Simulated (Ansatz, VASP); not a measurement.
## Two plane-wave programs on KBr

```
CELL_PARAMETERS angstrom
0.00000 3.30225 3.30225
3.30225 0.00000 3.30225
3.30225 3.30225 0.00000
ATOMIC_POSITIONS crystal
K 0.00000 0.00000 0.00000
Br 0.50000 0.50000 0.50000
```

Alike in both runs: task single point; functional PBE-based screened hybrid; k mesh 4 × 4 × 4; no spin polarisation.

|  | VASP | Ansatz |
| --- | --- | --- |
| version | VASP 6.6.1 | Ansatz 0.2.0 |
| potentials or method | VASP PAW PBE potentials, release 64 (K_sv, Br) | plane waves |
| plane-wave cutoff (eV) | 520 | 420 |
| occupations | gaussian, width 0.01 eV | fixed |
| valence electrons in the cell | 16 | 16 |

|  | VASP | Ansatz | Ansatz less VASP |
| --- | --- | --- | --- |
| gap on the k mesh at the Fermi level (eV) | 6.87 | 6.87 | -0.003 |
| pressure (GPa) | 0.2 | 0.2 | +0.03 |

VASP's potentials were made for PBE, not for PBE-based screened hybrid. Ansatz's warnings: stress exchange threshold loose, stress scf threshold loose.
